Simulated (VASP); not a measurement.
# C (P6_3/mmc) in VASP: a series of runs

The runs below take C through single point, with PBE.

Everything below comes from runs of VASP 6.6.1. Logs are shortened: lines on timing, memory, paths and dates and some standing lists are left out, and cuts for length are marked.

**1. The cell of the first run**

It takes space group P6_3/mmc (No. 194, hexagonal). Conventional cell: a = 2.355 Å, b = 2.355 Å, c = 4.651 Å, α = 90.00°, β = 90.00°, γ = 120.00°. Within 1.8 Å of C (site symmetry -6m2) lie 3 C at 1.36 Å. C (site symmetry -6m2) has 3 C at 1.36 Å within 1.8 Å.

**2. Single point, PBE**

The input, INCAR:

```
PREC = Accurate ; ENCUT = 520
EDIFF = 1E-6 ; ISMEAR = -1
SIGMA = 0.1 ; LREAL = F
LASPH = T ; NELM = 60
ALGO = Normal ; ISIF = 2
LWAVE = F ; LCHARG = T
GGA = PE ; LELF = T
LVHAR = T ; NBANDS = 16
```

The input, KPOINTS:

```
regular mesh
0
Gamma
  16 16 5
```

The input, POSCAR:

```
C
1.0
    2.3549421449      0.0000000000      0.0000000000
   -1.1774710725      2.0394397219      0.0000000000
    0.0000000000      0.0000000000      4.6513096296
C
4
Direct
    0.0000000000      0.0000000000      0.2500000000
    0.0000000000      0.0000000000      0.7500000000
    0.3333333333      0.6666666667      0.2500000000
    0.6666666667      0.3333333333      0.7500000000
```

Potentials or basis: VASP PAW PBE potentials, release 64 (C).

Launch:

```bash
> cat potpaw_PBE.64/C/POTCAR > POTCAR
> mpirun -np 1 vasp_std > vasp.out
```

OUTCAR:

```text
PREC = Accurate
   ENCUT = 520
   EDIFF = 1E-6
   ISMEAR = -1
   LREAL = F
   LASPH = T
   NELM = 60
   ISIF = 2
   GGA = PE

 ion  position               nearest neighbor table
   1  0.000  0.000  0.250-   3 1.36   3 1.36   3 1.36
   2  0.000  0.000  0.750-   4 1.36   4 1.36   4 1.36
   3  0.333  0.667  0.250-   1 1.36   1 1.36   1 1.36
   4  0.667  0.333  0.750-   2 1.36   2 1.36   2 1.36

  LATTYP: Found a hexagonal cell.
 ALAT       =     2.3549421449
 C/A-ratio  =     1.9751269218

  Lattice vectors:

 A1 = (   2.3549421449,   0.0000000000,   0.0000000000)
 A2 = (  -1.1774710725,   2.0394397219,   0.0000000000)
 A3 = (   0.0000000000,   0.0000000000,   4.6513096296)

Analysis of symmetry for initial positions (statically):
=====================================================================
 Subroutine PRICEL returns:
 Original cell was already a primitive cell.

 Routine SETGRP: Setting up the symmetry group for a
 hexagonal supercell.

 Subroutine GETGRP returns: Found 24 space group operations
 (whereof 12 operations were pure point group operations)
 out of a pool of 24 trial point group operations.

The static configuration has the point symmetry D_3d.
 The point group associated with its full space group is D_6h.

Analysis of symmetry for dynamics (positions and initial velocities):
=====================================================================
 Subroutine PRICEL returns:
 Original cell was already a primitive cell.

 Routine SETGRP: Setting up the symmetry group for a
 hexagonal supercell.

 Subroutine GETGRP returns: Found 24 space group operations
 (whereof 12 operations were pure point group operations)
 out of a pool of 24 trial point group operations.

The dynamic configuration has the point symmetry D_3d.
 The point group associated with its full space group is D_6h.

 Subroutine INISYM returns: Found 24 space group operations
 (whereof 12 operations are pure point group operations),
 and found     1 'primitive' translations

----------------------------------------------------------------------------------------

                                     Primitive cell

  volume of cell :      22.3391

  direct lattice vectors                    reciprocal lattice vectors
     2.354942145  0.000000000  0.000000000     0.424638882  0.245165373  0.000000000
    -1.177471072  2.039439722  0.000000000     0.000000000  0.490330746  0.000000000
     0.000000000  0.000000000  4.651309630     0.000000000  0.000000000  0.214993213

  length of vectors
     2.354942145  2.354942145  4.651309630     0.490330746  0.490330746  0.214993213

  position of ions in fractional coordinates (direct lattice)
     0.000000000  0.000000000  0.250000000
     0.000000000  0.000000000  0.750000000
     0.333333333  0.666666667  0.250000000
     0.666666667  0.333333333  0.750000000

  ion indices of the primitive-cell ions
   primitive index   ion index
                 1           1
                 2           2
                 3           3
                 4           4

----------------------------------------------------------------------------------------

 KPOINTS: regular mesh

Automatic generation of k-mesh.
 Grid dimensions read from file:
 generate k-points for:   16   16    5

 Generating k-lattice:

  Cartesian coordinates                     Fractional coordinates (reciprocal lattice)
     0.026539930  0.015322836  0.000000000     0.062500000  0.000000000  0.000000000
     0.000000000  0.030645672  0.000000000     0.000000000  0.062500000  0.000000000
     0.000000000  0.000000000  0.042998643     0.000000000  0.000000000  0.200000000

  Length of vectors
     0.030645672  0.030645672  0.042998643

  Shift w.r.t. Gamma in fractional coordinates (k-lattice)
     0.000000000  0.000000000  0.000000000

 Subroutine IBZKPT returns following result:
 ===========================================

 Found     90 irreducible k-points:

 Following reciprocal coordinates:
            Coordinates               Weight
  0.000000  0.000000  0.000000      1.000000
  0.062500  0.000000  0.000000      6.000000
  0.125000  0.000000  0.000000      6.000000
  0.187500 -0.000000  0.000000      6.000000
  0.250000  0.000000  0.000000      6.000000
  0.312500 -0.000000  0.000000      6.000000
[... 16 lines left out ...]
  0.187500  0.187500  0.000000      6.000000
  0.250000  0.187500  0.000000     12.000000
 [... further k-points ...]
   k-points           NKPTS =     90   k-points in BZ     NKDIM =     90   number of bands    NBANDS=     16
   number of dos      NEDOS =    301   number of ions     NIONS =      4
   total plane-waves  NPLWV =  11664
   dimension x,y,z NGX =    18 NGY =   18 NGZ =   36
   dimension x,y,z NGXF=    36 NGYF=   36 NGZF=   72
   ions per type =               4
   NGX,Y,Z   is equivalent  to a cutoff of  12.71, 12.71, 12.87 a.u.
   NGXF,Y,Z  is equivalent  to a cutoff of  25.41, 25.41, 25.73 a.u.
 SYSTEM =  unknown system
   PREC   = accura    normal or accurate (medium, high low for compatibility)
   ISTART =      0    job   : 0-new  1-cont  2-samecut
   ICHARG =      2    charge: 1-file 2-atom 10-const
   ISPIN  =      1    spin polarized calculation?
   LNONCOLLINEAR =      F non collinear calculations
   LSORBIT =      F    spin-orbit coupling
   LASPH  =      T    aspherical Exc in radial PAW
   ENCUT  =  520.0 eV  38.22 Ry    6.18 a.u.   4.38  4.38  8.65*2*pi/ulx,y,z
   NELM   =     60;   NELMIN=  2; NELMDL= -5     # of ELM steps
   EDIFF  = 0.1E-05   stopping-criterion for ELM
   LREAL  =      F    real-space projection
   EDIFFG = 0.1E-04   stopping-criterion for IOM
   NSW    =      0    number of steps for IOM
   IBRION =     -1    ionic relax: 0-MD 1-quasi-New 2-CG
   NFREE  =      0    steps in history (QN), initial steepest desc. (CG)
   ISIF   =      2    stress and relaxation
   ISYM   =      2    0-nonsym 1-usesym 2-fastsym
   POTIM  = 0.5000    time-step for ionic-motion
   TEBEG  =    0.0;   TEEND  =   0.0 temperature during run
   PSTRESS=    0.0 pullay stress
   NELECT =      16.0000    total number of electrons
   NUPDOWN=      -1.0000    fix difference up-down
   EMIN   =  10.00;   EMAX   =-10.00  energy-range for DOS
   EFERMI =   0.00;   METHOD = LEGACY
   ISMEAR =    -1;   SIGMA  =   0.10  broadening in eV -4-tet -1-fermi 0-gaus
   EFERMI_NEDOS =   21; number of points for ismear=-14 and -15
   IALGO  =     38    algorithm
   IMIX   =      4    mixing-type and parameters
     AMIX     =   0.40;   BMIX     =  1.00
     AMIX_MAG =   1.60;   BMIX_MAG =  1.00
  volume/ion in A,a.u.               =       5.58        37.69
  Fermi-wavevector in a.u.,A,eV,Ry     =   1.464736  2.767950 29.190642  2.145452
  Thomas-Fermi vector in A             =   2.580677
   LORBIT       =      0    0 simple, 1 ext, 2 COOP (PROOUT), +10 PAW based schemes
   GGA     = PE    functional components
   LHFCALC =     F    Hartree Fock is set to
   AEXX    =    0.0000 exact exchange contribution
   IVDW    =     0    specifies the selected vdW correction
   LEPSILON=     F    determine dielectric tensor
   LRPA    =     F    only Hartree local field effects (RPA)
 non-spin polarized calculation
  energy-cutoff  :      520.00
  volume of cell :       22.34
 maximum number of plane-waves:       627
 NGX is ok and might be reduce to    18
   NGX =  9   NGY =  9   NGZ = 17

 number of electron      16.0000004 magnetization

 Free energy of the ion-electron system (eV)
  ---------------------------------------------------
  ext. energy  EPLUGINS =         0.00000000
  ---------------------------------------------------
  free energy    TOTEN  =       -34.38176021 eV

  energy without entropy =      -34.37665258  energy(sigma->0) =      -34.37920639

 E-fermi :   9.6016     XC(G=0): -13.1631

 val. band max:        9.5917102397   @ k =   0.3125   0.3125   0.4000
 cond. band min:       9.7929647500   @ k =   0.2500   0.2500   0.0000
 fundamental gap:      0.2012545103
 Fermi energy:         9.6015721785

 k-point     1 :       0.0000    0.0000    0.0000
  band No.  band energies     occupation
      1     -12.4553      2.00000
      2      -9.5816      2.00000
      3      -2.3749      2.00000
      4       6.3824      2.00000
      5       6.5478      2.00000
      6       6.5478      2.00000
[... 8 lines left out ...]
     15      23.7753      0.00000
     16      24.0413      0.00000

 k-point     2 :       0.0625    0.0000    0.0000
  band No.  band energies     occupation
      1     -12.3500      2.00000
      2      -9.4875      2.00000
      3      -2.2467      2.00000
      4       6.0839      2.00000
      5       6.2736      2.00000
      6       6.4842      2.00000
[... 8 lines left out ...]
     15      23.4030      0.00000
     16      24.2258      0.00000

 k-point     3 :       0.1250    0.0000    0.0000
  band No.  band energies     occupation
      1     -12.0347      2.00000
      2      -9.2054      2.00000
      3      -1.8628      2.00000
      4       4.8726      2.00000
      5       5.6141      2.00000
      6       5.6231      2.00000
[... 8 lines left out ...]
     15      22.3899      0.00000
     16      24.7624      0.00000

 k-point     4 :       0.1875   -0.0000    0.0000
  band No.  band energies     occupation
      1     -11.5109      2.00000
      2      -8.7371      2.00000
      3      -1.2267      2.00000
      4       3.2154      2.00000
      5       4.2459      2.00000
      6       4.8115      2.00000
[... 8 lines left out ...]
     15      22.8490      0.00000
     16      25.4863      0.00000
[... 324 lines left out ...]
 k-point    22 :       0.4375    0.1250    0.0000
  band No.  band energies     occupation
      1      -5.9123      2.00000
      2      -5.3929      2.00000
      3      -3.5353      2.00000
      4      -3.3967      2.00000
      5       1.1072      2.00000
      6       2.2632      2.00000
[... 8 lines left out ...]
     15      25.5529      0.00000
     16      28.7060      0.00000

 k-point    23 :       0.1875    0.1875    0.0000
  band No.  band energies     occupation
      1      -9.6484      2.00000
      2      -7.0737      2.00000
      3       0.3721      2.00000
      4       0.9631      2.00000
      5       1.0190      2.00000
      6       2.1795      2.00000
[... 8 lines left out ...]
     15      24.6955      0.00000
     16      27.4565      0.00000

 k-point    24 :       0.2500    0.1875    0.0000
  band No.  band energies     occupation
      1      -8.6316      2.00000
      2      -6.1689      2.00000
      3      -1.1280      2.00000
      4      -0.0214      2.00000
      5       0.9860      2.00000
      6       1.8226      2.00000
[... 8 lines left out ...]
     15      26.1882      0.00000
     16      26.2431      0.00000

 [... further k-points ...]
[... 5 lines left out ...]
  --------------------------------------------------------------------------------------
  -------------------------------------------------------------------------------------
  Total       13.5383907     13.5383907     13.3810270     -0.0000000     -0.0000000     -0.0000000
  in kB      970.9821754    970.9821753    959.6959489     -0.0000000     -0.0000000     -0.0000000
  external PRESSURE =     967.2200999 kB  Pullay stress =       0.0000000 kB

 VOLUME and BASIS-vectors are now :
 -----------------------------------------------------------------------------
  energy-cutoff  :      520.00
  volume of cell :       22.34
      direct lattice vectors                 reciprocal lattice vectors
     2.354942145  0.000000000  0.000000000     0.424638882  0.245165373  0.000000000
    -1.177471072  2.039439722  0.000000000     0.000000000  0.490330746  0.000000000
     0.000000000  0.000000000  4.651309630     0.000000000  0.000000000  0.214993213

 POSITION                                       TOTAL-FORCE (eV/Angst)
 -----------------------------------------------------------------------------------
      0.00000      0.00000      1.16283         0.000000     -0.000000     -0.000000
      0.00000      0.00000      3.48848        -0.000000      0.000000     -0.000000
     -0.00000      1.35963      1.16283        -0.000000     -0.000000      0.000000
      1.17747      0.67981      3.48848         0.000000      0.000000      0.000000
 -----------------------------------------------------------------------------------
    total drift:                                0.000000     -0.000000      0.000000

  FREE ENERGIE OF THE ION-ELECTRON SYSTEM (eV)
  ---------------------------------------------------
  free  energy   TOTEN  =       -34.3817602090 eV

  energy  without entropy=      -34.3766525804  energy(sigma->0) =      -34.37920639
```

It took 28 s on 1 thread of AMD EPYC 7R43 (Zen 3), shared host; peak memory 0.11 GiB.

Results:

| Item | Value |
| --- | --- |
| Free energy | -34.3818 eV |
| Pressure | 96.7 GPa |
| Band gap on the k mesh | zero (band 8 reaches 9.79 eV, above the bottom of band 9 at 9.36 eV) |

Levels at points of the mesh, in eV from the Fermi level:
```csv
k point,band 6,band 7,band 8,band 9,band 10,band 11
"(0.00, 0.00, 0.00)",-3.05,-2.68,-2.68,8.98,8.98,9.63
"(0.50, 0.00, 0.00)",-6.27,-5.18,-2.82,3.90,4.26,7.10
```

**3. Single point, PBE**

The input, INCAR:

```
SYSTEM = C
PREC = Accurate
ENCUT = 520
EDIFF = 1E-6
ISMEAR = -1
SIGMA = 0.1
LREAL = .FALSE.
LASPH = .TRUE.
NELM = 60
ALGO = Normal
ISIF = 2
LWAVE = .FALSE.
LCHARG = .FALSE.
GGA = PE
NBANDS = 16
```

The input, KPOINTS:

```
Automatic mesh
0
G
  16 16 5
  0 0 0
```

POSCAR is that of step 2.

Potentials or basis: VASP PAW PBE potentials, release 64 (C).

Launch:

```bash
> cat potpaw_PBE.64/C/POTCAR > POTCAR
> mpirun -np 1 vasp_std > vasp.out
```

It took 25 s on 1 thread of AMD EPYC 7R43 (Zen 3), shared host; peak memory 0.1 GiB.

It converged, with:

| Quantity | Value |
| --- | --- |
| Free energy | -34.3818 eV |
| Pressure | 96.7 GPa |
| Band gap on the k mesh | zero (band 8 reaches 9.79 eV, above the bottom of band 9 at 9.36 eV) |

Stress tensor (GPa, compression positive):
```
97.10  0.00  0.00
 0.00 97.10  0.00
 0.00  0.00 95.97
```

Levels at points of the mesh, in eV from the Fermi level:
```
           k point  band 4  band 5  band 6  band 7  band 8  band 9  band 10  band 11  band 12  band 13
(0.00, 0.00, 0.00)   -3.22   -3.05   -3.05   -2.68   -2.68    8.98     8.98     9.63     9.63    10.65
(0.50, 0.00, 0.00)  -13.24   -7.17   -6.27   -5.18   -2.82    3.90     4.26     7.10    10.55    15.86
```
